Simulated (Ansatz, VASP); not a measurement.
**Two plane-wave programs on LaHfO**

```xyz
6
Lattice="3.8420 0.0000 0.0000 0.0000 3.8420 0.0000 0.0000 0.0000 6.5462" Properties=species:S:1:pos:R:3 pbc="T T T"
La    0.0000    1.9210    5.4254
La    1.9210    0.0000    1.1208
Hf    1.9210    0.0000    4.1158
Hf    0.0000    1.9210    2.4304
O     0.0000    0.0000    0.0000
O     1.9210    1.9210    0.0000
```

Change from the starting cell: species swapped into the GdClO type (P4/nmm, No. 129).

Alike in both runs: task relaxation of cell and atoms; functional PBE; k mesh 4 × 4 × 4; occupations gaussian, width 0.1 eV; no spin polarisation.

|  | VASP | Ansatz |
| --- | --- | --- |
| version | VASP 6.6.1 | Ansatz 0.2.0 |
| potentials or method | VASP PAW PBE potentials, release 64 (La, Hf_pv, O), cutoff 600 eV | scalar-relativistic, plane waves, PAW |
| valence electrons in the cell | 54 | 86 |

|  | VASP | Ansatz | Ansatz less VASP |
| --- | --- | --- | --- |
| gap on the k mesh at the Fermi level, each at its own relaxed structure (eV) | none | none | - |
| relaxed volume (Å³/atom) | 23.59 | 23.93 | +0.340 |
| relaxed length of the cell vector where the two differ most in proportion (Å) | 8.661 | 8.802 | +0.1417 |

A gap of «none» marks a metal or a gap that the smearing closes. VASP's potentials hold 54 valence electrons a cell and Ansatz's 86, so a difference there can come from the potentials and not from the codes.

The k mesh is coarse, so the values compare programs but aren't converged. Neither program's run includes spin-orbit coupling. Noted on VASP's run: the volume moved by over 15 % at a fixed basis, so the end points are rough.
